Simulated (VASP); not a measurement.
# AlGa3N4 (Cm) in VASP: single point with LDA

Aim: the single point of AlGa3N4 with LDA.

Program: VASP 6.6.1. These are calculated values, not measurements. Logs are shortened: lines on timing, memory, paths and dates and some standing lists are left out, and cuts for length are marked.

## 1. The cell of the first run

Symmetry: Cm, No. 8, monoclinic system. Conventional cell: a = 10.383 Å, b = 3.132 Å, c = 5.419 Å, α = 90.00°, β = 100.08°, γ = 90.00°. Al (site symmetry m) has 4 N at 1.87 to 1.89 Å within 2.5 Å. Within 2.5 Å of Ga (site symmetry m) lie 4 N at 1.92 to 1.94 Å. Within 2.6 Å of Ga (site symmetry m) lie 4 N at 1.93 to 1.94 Å. Within 2.5 Å of Ga (site symmetry m) lie 4 N at 1.92 to 1.93 Å. N (site symmetry m) has 1 Al at 1.88 Å and 3 Ga at 1.93 Å within 2.5 Å. N (site symmetry m) has 1 Al at 1.87 Å and 3 Ga at 1.93 Å within 2.5 Å. Within 2.5 Å of N (site symmetry m) lie 2 Al at 1.89 Å and 2 Ga at 1.94 Å. Within 2.5 Å of N (site symmetry m) lie 4 Ga at 1.92 to 1.93 Å.

## 2. Single point, LDA

INCAR

```
  PREC = Accurate
  ENCUT = 910
  EDIFF = 1E-6
  ISMEAR = 0
  SIGMA = 0.02
  LREAL = False
  LASPH = True
  NELM = 120
  ALGO = Normal
  ISIF = 2
  LWAVE = False
  LCHARG = False
  NBANDS = 41
  GGA_COMPAT = False
```

KPOINTS

```
regular mesh
0
Gamma
  10 10 6
```

POSCAR

```
AlGa3N4
1.0
    0.0000000000     -2.2146118680     -2.2146118680
    2.2116949587      4.4283033789     -2.2136915109
    4.4234114116     -2.2140056839      2.2140056839
Al Ga N
1 3 4
Direct
    0.7502419561      0.5004839121      0.2506246944
    0.4989193682     -0.0021612636      0.4978466038
    0.2501939662      0.5003879323      0.7498384989
    0.0007472989      0.0014945979      0.0019001759
    0.8118465894      0.6236931787      0.9441410516
    0.5669150653      0.1338301307      0.1890739399
    0.3095692533      0.6191385065      0.4296132081
    0.0615665027      0.1231330053      0.6869618275
```

Potentials or basis: VASP PAW LDA potentials, release 64 (Al, Ga_d, N_h).

Launch:

```console
cat potpaw_LDA.64/Al/POTCAR potpaw_LDA.64/Ga_d/POTCAR potpaw_LDA.64/N_h/POTCAR > POTCAR
mpirun -np 1 vasp_std > vasp.out
```

OUTCAR:

```text
PREC = Accurate
   ENCUT = 910
   EDIFF = 1E-6
   ISMEAR = 0
   LREAL = False
   LASPH = True
   NELM = 120
   ISIF = 2

 ion  position               nearest neighbor table
   1  0.750  0.500  0.251-   6 1.87   5 1.88   7 1.89   7 1.89   2 3.11   2 3.11   4 3.12   4 3.12
                             3 3.13   3 3.13   4 3.13   3 3.13   3 3.13   2 3.13
   2  0.499  0.998  0.498-   8 1.92   8 1.92   6 1.93   7 1.94   1 3.11   1 3.11   1 3.13
   3  0.250  0.500  0.750-   8 1.93   5 1.93   5 1.93   7 1.94   1 3.13   1 3.13   1 3.13   1 3.13

   4  0.001  0.001  0.002-   8 1.92   6 1.93   6 1.93   5 1.93   1 3.12   1 3.12   1 3.13
   5  0.812  0.624  0.944-   1 1.88   4 1.93   3 1.93   3 1.93
   6  0.567  0.134  0.189-   1 1.87   4 1.93   4 1.93   2 1.93
   7  0.310  0.619  0.430-   1 1.89   1 1.89   2 1.94   3 1.94
   8  0.062  0.123  0.687-   4 1.92   2 1.92   2 1.92   3 1.93

  LATTYP: Found a base centered monoclinic cell.
 ALAT       =    10.3826090456
 B/A-ratio  =     0.3016519379
 C/A-ratio  =     0.5219717887
 COS(beta)  =    -0.1749553601

  Lattice vectors:

 A1 = (   2.2116949587,   2.2136915109,  -4.4283033789)
 A2 = (   2.2116949587,   4.4283033789,  -2.2136915109)
 A3 = (   4.4234114116,  -2.2140056839,   2.2140056839)

Analysis of symmetry for initial positions (statically):
=====================================================================
 Subroutine PRICEL returns:
 Original cell was already a primitive cell.

 Routine SETGRP: Setting up the symmetry group for a
 base centered monoclinic supercell.

 Subroutine GETGRP returns: Found  2 space group operations
 (whereof  2 operations were pure point group operations)
 out of a pool of  4 trial point group operations.

The static configuration has the point symmetry C_1h.

Analysis of symmetry for dynamics (positions and initial velocities):
=====================================================================
 Subroutine PRICEL returns:
 Original cell was already a primitive cell.

 Routine SETGRP: Setting up the symmetry group for a
 base centered monoclinic supercell.

 Subroutine GETGRP returns: Found  2 space group operations
 (whereof  2 operations were pure point group operations)
 out of a pool of  4 trial point group operations.

The dynamic configuration has the point symmetry C_1h.

 Subroutine INISYM returns: Found  2 space group operations
 (whereof  2 operations are pure point group operations),
 and found     1 'primitive' translations

----------------------------------------------------------------------------------------

                                     Primitive cell

  volume of cell :      86.7545

  direct lattice vectors                    reciprocal lattice vectors
     0.000000000 -2.214611868 -2.214611868     0.056517675 -0.169314233 -0.282232159
     2.211694959  4.428303379 -2.213691511     0.113035350  0.112917926 -0.112917926
     4.423411412 -2.214005684  2.214005684     0.169552460 -0.056458689  0.056458689

  length of vectors
     3.131934139  5.422351474  5.419429015     0.333940936  0.195647403  0.187411856

  position of ions in fractional coordinates (direct lattice)
     0.750241956  0.500483912  0.250624694
     0.498919368  0.997838736  0.497846604
     0.250193966  0.500387932  0.749838499
     0.000747299  0.001494598  0.001900176
     0.811846589  0.623693179  0.944141052
     0.566915065  0.133830131  0.189073940
     0.309569253  0.619138507  0.429613208
     0.061566503  0.123133005  0.686961827

  ion indices of the primitive-cell ions
   primitive index   ion index
                 1           1
                 2           2
                 3           3
                 4           4
                 5           5
                 6           6
                 7           7
                 8           8

----------------------------------------------------------------------------------------

 KPOINTS: regular mesh

Automatic generation of k-mesh.
 Grid dimensions read from file:
 generate k-points for:   10   10    6

 Generating k-lattice:

  Cartesian coordinates                     Fractional coordinates (reciprocal lattice)
     0.005651768 -0.016931423 -0.028223216     0.100000000  0.000000000  0.000000000
     0.011303535  0.011291793 -0.011291793     0.000000000  0.100000000  0.000000000
     0.028258743 -0.009409781  0.009409781     0.000000000 -0.000000000  0.166666667

  Length of vectors
     0.033394094  0.019564740  0.031235309

  Shift w.r.t. Gamma in fractional coordinates (k-lattice)
     0.000000000  0.000000000  0.000000000

 Subroutine IBZKPT returns following result:
 ===========================================

 Found    172 irreducible k-points:

 Following reciprocal coordinates:
            Coordinates               Weight
  0.000000  0.000000  0.000000      1.000000
  0.100000  0.000000  0.000000      4.000000
  0.200000  0.000000  0.000000      4.000000
  0.300000  0.000000  0.000000      4.000000
  0.400000  0.000000  0.000000      4.000000
  0.500000  0.000000  0.000000      2.000000
[... 16 lines left out ...]
  0.000000  0.300000 -0.000000      2.000000
  0.100000  0.300000  0.000000      4.000000
 [... further k-points ...]
   k-points           NKPTS =    172   k-points in BZ     NKDIM =    172   number of bands    NBANDS=     41
   number of dos      NEDOS =    301   number of ions     NIONS =      8
   total plane-waves  NPLWV =  93312
   dimension x,y,z NGX =    32 NGY =   54 NGZ =   54
   dimension x,y,z NGXF=    64 NGYF=  108 NGZF=  108
   ions per type =               1   3   4
   NGX,Y,Z   is equivalent  to a cutoff of  16.99, 16.56, 16.56 a.u.
   NGXF,Y,Z  is equivalent  to a cutoff of  33.97, 33.11, 33.13 a.u.
 SYSTEM =  unknown system
   PREC   = accura    normal or accurate (medium, high low for compatibility)
   ISTART =      0    job   : 0-new  1-cont  2-samecut
   ICHARG =      2    charge: 1-file 2-atom 10-const
   ISPIN  =      1    spin polarized calculation?
   LNONCOLLINEAR =      F non collinear calculations
   LSORBIT =      F    spin-orbit coupling
   LASPH  =      T    aspherical Exc in radial PAW
   ENCUT  =  910.0 eV  66.88 Ry    8.18 a.u.   7.70 13.34 13.33*2*pi/ulx,y,z
   NELM   =    120;   NELMIN=  2; NELMDL= -5     # of ELM steps
   EDIFF  = 0.1E-05   stopping-criterion for ELM
   LREAL  =      F    real-space projection
[... 7 lines left out ...]
   TEBEG  =    0.0;   TEEND  =   0.0 temperature during run
   PSTRESS=    0.0 pullay stress
   NELECT =      62.0000    total number of electrons
   NUPDOWN=      -1.0000    fix difference up-down
   EMIN   =  10.00;   EMAX   =-10.00  energy-range for DOS
   EFERMI =   0.00;   METHOD = LEGACY
   ISMEAR =     0;   SIGMA  =   0.02  broadening in eV -4-tet -1-fermi 0-gaus
   EFERMI_NEDOS =   21; number of points for ismear=-14 and -15
   IALGO  =     38    algorithm
   IMIX   =      4    mixing-type and parameters
     AMIX     =   0.40;   BMIX     =  1.00
     AMIX_MAG =   1.60;   BMIX_MAG =  1.00
  volume/ion in A,a.u.               =      10.84        73.18
  Fermi-wavevector in a.u.,A,eV,Ry     =   1.463664  2.765924 29.147926  2.142312
  Thomas-Fermi vector in A             =   2.579732
   LORBIT       =      0    0 simple, 1 ext, 2 COOP (PROOUT), +10 PAW based schemes
   GGA     = CA    functional components
   LHFCALC =     F    Hartree Fock is set to
   AEXX    =    0.0000 exact exchange contribution
   IVDW    =     0    specifies the selected vdW correction
   LEPSILON=     F    determine dielectric tensor
   LRPA    =     F    only Hartree local field effects (RPA)
 non-spin polarized calculation
 Gauss-broadening in eV      SIGMA  =   0.02
  energy-cutoff  :      910.00
  volume of cell :       86.75
 maximum number of plane-waves:      5431
   NGX = 15   NGY = 27   NGZ = 27

 number of electron      62.0000000 magnetization

 Free energy of the ion-electron system (eV)
  ---------------------------------------------------
  ext. energy  EPLUGINS =         0.00000000
  ---------------------------------------------------
  free energy    TOTEN  =       -58.20579570 eV

  energy without entropy =      -58.20579570  energy(sigma->0) =      -58.20579570

 E-fermi :   6.0021     XC(G=0): -12.0963

 val. band max:        5.8957529127   @ k =   0.0000   0.0000   0.0000
 cond. band min:       8.3740010082   @ k =   0.0000   0.0000   0.0000
 fundamental gap:      2.4782480956
 Fermi energy:         6.0021197794

 k-point     1 :       0.0000    0.0000    0.0000
  band No.  band energies     occupation
      1      -9.9802      2.00000
      2      -9.0122      2.00000
      3      -8.7681      2.00000
      4      -8.5733      2.00000
      5      -7.5104      2.00000
      6      -7.5048      2.00000
[... 33 lines left out ...]
     40      16.3223      0.00000
     41      16.6199      0.00000

 k-point     2 :       0.1000    0.0000    0.0000
  band No.  band energies     occupation
      1      -9.8880      2.00000
      2      -8.9971      2.00000
      3      -8.7574      2.00000
      4      -8.5599      2.00000
      5      -7.4972      2.00000
      6      -7.4926      2.00000
[... 33 lines left out ...]
     40      16.1737      0.00000
     41      16.3057      0.00000

 k-point     3 :       0.2000    0.0000    0.0000
  band No.  band energies     occupation
      1      -9.6386      2.00000
      2      -8.9597      2.00000
      3      -8.7333      2.00000
      4      -8.5267      2.00000
      5      -7.4694      2.00000
      6      -7.4494      2.00000
[... 33 lines left out ...]
     40      15.8172      0.00000
     41      16.1558      0.00000

 k-point     4 :       0.3000    0.0000    0.0000
  band No.  band energies     occupation
      1      -9.3238      2.00000
      2      -8.9154      2.00000
      3      -8.7134      2.00000
      4      -8.4845      2.00000
      5      -7.4400      2.00000
      6      -7.4295      2.00000
[... 825 lines left out ...]
     40      15.7523      0.00000
     41      16.2278      0.00000

 k-point    23 :       0.0000    0.3000   -0.0000
  band No.  band energies     occupation
      1      -9.7168      2.00000
      2      -9.0833      2.00000
      3      -8.8599      2.00000
      4      -8.5671      2.00000
      5      -7.4953      2.00000
      6      -7.4835      2.00000
[... 33 lines left out ...]
     40      16.4797      0.00000
     41      16.5053      0.00000

 k-point    24 :       0.1000    0.3000    0.0000
  band No.  band energies     occupation
      1      -9.5673      2.00000
      2      -9.0845      2.00000
      3      -8.8606      2.00000
      4      -8.5569      2.00000
      5      -7.4827      2.00000
      6      -7.4680      2.00000
[... 33 lines left out ...]
     40      16.2832      0.00000
     41      16.6505      0.00000

 [... further k-points ...]
[... 5 lines left out ...]
  --------------------------------------------------------------------------------------
  -------------------------------------------------------------------------------------
  Total        0.4627591      0.4618882      0.4618882      0.0008610     -0.0022963     -0.0008610
  in kB        8.5462086      8.5301243      8.5301243      0.0159015     -0.0424087     -0.0159009
  external PRESSURE =       8.5354857 kB  Pullay stress =       0.0000000 kB

 VOLUME and BASIS-vectors are now :
 -----------------------------------------------------------------------------
  energy-cutoff  :      910.00
  volume of cell :       86.75
      direct lattice vectors                 reciprocal lattice vectors
     0.000000000 -2.214611868 -2.214611868     0.056517675 -0.169314233 -0.282232159
     2.211694959  4.428303379 -2.213691511     0.113035350  0.112917926 -0.112917926
     4.423411412 -2.214005684  2.214005684     0.169552460 -0.056458689  0.056458689

 POSITION                                       TOTAL-FORCE (eV/Angst)
 -----------------------------------------------------------------------------------
      2.21553     -0.00008     -2.21453         0.000452      0.000214     -0.000214
      4.40910      2.21158     -2.21158        -0.003348     -0.000643      0.000643
      4.42355      0.00164     -0.00164        -0.000704      0.001530     -0.001530
      0.01171      0.00076     -0.00076         0.001542     -0.001088      0.001088
      5.55574     -1.12636     -1.08826         0.016677     -0.014865      0.014865
      1.13234     -1.08147     -1.13314         0.016168      0.015576     -0.015576
      3.26970      1.10499     -1.10499        -0.030012     -0.000559      0.000559
      3.31105     -1.11201      1.11201        -0.000775     -0.000165      0.000165
 -----------------------------------------------------------------------------------
    total drift:                                0.000057     -0.000101      0.000116

  FREE ENERGIE OF THE ION-ELECTRON SYSTEM (eV)
  ---------------------------------------------------
  free  energy   TOTEN  =       -58.2057956967 eV

  energy  without entropy=      -58.2057956967  energy(sigma->0) =      -58.20579570
```

It took 11 min on 1 thread of Intel Xeon 6975P-C (Granite Rapids), shared host; peak memory 1.1 GiB.

Results:

```
Free energy            : -58.2058 eV
Pressure               : 0.9 GPa
Largest force          : 0.030 eV/Å
Band gap on the k mesh : 2.48 eV
```

Forces in eV/Å, atoms in the order of the input:
```
Al   0.000  0.000  0.000
Ga  -0.003 -0.001  0.001
Ga  -0.001  0.002 -0.002
Ga   0.002 -0.001  0.001
N    0.017 -0.015  0.015
N    0.016  0.016 -0.016
N   -0.030 -0.001  0.001
N   -0.001  0.000  0.000
```

Levels at points of the mesh, in eV from the valence-band top:
```
           k point  band 28  band 29  band 30  band 31  band 32  band 33  band 34  band 35
(0.00, 0.00, 0.00)    -0.94    -0.07    -0.02     0.00     2.48     5.23     5.53     5.57
(0.50, 0.00, 0.00)    -2.62    -2.54    -1.54    -1.44     5.63     5.76     6.34     6.54
(0.00, 0.50, 0.00)    -0.72    -0.60    -0.34    -0.33     3.29     4.58     4.68     5.44
(0.00, 0.00, 0.50)    -1.02    -0.97    -0.76    -0.69     4.77     4.99     6.24     6.41
(0.50, 0.00, 0.50)    -1.93    -1.79    -0.94    -0.91     3.23     5.12     5.46     5.57
(0.00, 0.50, 0.50)    -1.74    -1.61    -0.65    -0.43     4.99     5.08     5.47     5.86
```

Caveat: the cutoff is under 1.25 times the usual one of these potentials, so pressure, stress and relaxed cells hold a basis-set (Pulay) error. A k mesh can miss the band edges.
